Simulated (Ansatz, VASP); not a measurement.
Two plane-wave programs on Co

INCAR

```
  PREC = Accurate
  ENCUT = 520
  EDIFF = 1E-6
  ISMEAR = -1
  SIGMA = 0.1
  LREAL = False
  LASPH = True
  NELM = 80
  ALGO = Normal
  ISIF = 2
  LWAVE = False
  LCHARG = False
  GGA = B5
  ALDAX = 1.0
  AGGAX = 1.0
  AGGAC = 1.0
  ALDAC = 0.0
  NBANDS = 10
```

Contents of KPOINTS:

```
regular mesh
0
Gamma
  18 18 18
```

File POSCAR:

```
Co
1.0
   -1.4037292630      1.4037292630      1.4037292630
    1.4037292630     -1.4037292630      1.4037292630
    1.4037292630      1.4037292630     -1.4037292630
Co
1
Direct
    0.0000000000      0.0000000000      0.0000000000
```

Input for Ansatz:

```yaml
crystal:
  lattice:
    - [-1.403729263, 1.403729263, 1.403729263]
    - [1.403729263, -1.403729263, 1.403729263]
    - [1.403729263, 1.403729263, -1.403729263]
  atoms:
    - { symbol: Co, position: [0.0, 0.0, 0.0] }
hamiltonian:
  xc: blyp
  pseudopotentials:
    kind: paw
    azcp:
      Co: "pseudopotentials/Co.paw.azcp"
basis:
  ecutwfc: 420
  fft_grid_basis: typed
kpoints:
  mp_grid: { grid: [18, 18, 18], shift: [0, 0, 0] }
magnetization:
  spin_polarized: false
scf:
  occupations: { method: fermi_dirac, width: 0.1 }
  lower_state_search: "off"
output:
  stress: true
```

Alike in both runs: task single point; functional BLYP; k mesh 18 × 18 × 18; occupations fermi-dirac, width 0.1 eV; no spin polarisation.

|  | VASP | Ansatz |
| --- | --- | --- |
| version | VASP 6.6.1 | Ansatz 0.2.0 |
| potentials or method | VASP PAW PBE potentials, release 64 (Co), cutoff 520 eV | plane waves (420 eV) with PAW, scalar-relativistic |
| valence electrons in the cell | 9 | 17 |

Ansatz gave:

| Property | Result |
| --- | --- |
| pressure (GPa) | 0.0 |

Question: Which values does VASP return?

Answer: Pressure (GPa): -0.2.

VASP's potentials were made for PBE, not for BLYP. With one functional, cell and mesh, what is left measures potentials, basis and numerics. VASP's potentials hold 9 valence electrons a cell and Ansatz's 17, so a difference there can come from the potentials and not from the codes.
